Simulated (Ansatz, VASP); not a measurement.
InP in VASP and in Ansatz

The input INCAR:

```
ALGO = Normal
EDIFF = 1E-6
ENCUT = 500
GGA = CA
GGA_COMPAT = F
ISIF = 2
ISMEAR = 0
LASPH = T
LCHARG = F
LREAL = F
LWAVE = F
NBANDS = 16
NELM = 120
PREC = Accurate
SIGMA = 0.05
```

Contents of KPOINTS:

```
k-points
0
Gamma
  4 4 4
```

The input POSCAR:

```
InP
1.0
    0.0000000000      3.3830151305      2.1989598348
    3.3830151305      0.0000000000      2.1989598348
    3.3830151305      3.3830151305      0.0000000000
In P
1 1
Direct
    0.0000000000      0.0000000000      0.0000000000
    0.7500000000      0.7500000000      0.7500000000
```

Input for Ansatz:

```yaml
crystal:
  lattice:
    - [0.0, 3.3830151305, 2.1989598348]
    - [3.3830151305, 0.0, 2.1989598348]
    - [3.3830151305, 3.3830151305, 0.0]
  atoms:
    - { symbol: In, position: [0.0, 0.0, 0.0] }
    - { symbol: P, position: [0.75, 0.75, 0.75] }
basis:
  ecutwfc: 420
kpoints:
  mp_grid: { grid: [4, 4, 4] }
hamiltonian:
  xc: lda
scf:
  occupations: { method: gaussian, width: 0.05 }
output:
  forces: true
  stress: true
  eigenvalues: true
```

Alike in both runs: task single point; functional LDA; k mesh 4 × 4 × 4; occupations gaussian, width 0.05 eV; no spin polarisation.

```csv
,VASP,Ansatz
version,VASP 6.6.1,Ansatz 0.2.0
potentials or method,"VASP PAW LDA potentials, release 64 (In_d, P), cutoff 500 eV","scalar-relativistic, plane waves, PAW"
valence electrons in the cell,18,18
```

```tsv
	VASP	Ansatz	Ansatz less VASP
gap on the k mesh at the Fermi level (eV)	0.10	0.10	0.000
least direct gap on the mesh (eV)	0.53	0.52	-0.007
pressure (GPa)	-4.6	-4.6	+0.01
traceless stress, the component that is largest in VASP (GPa)	6.48	6.47	-0.010
```

LDA's correlation is that of Perdew and Zunger in VASP and of Perdew and Wang (1992) in Ansatz.

The k mesh is coarse, so the values compare programs but aren't converged.
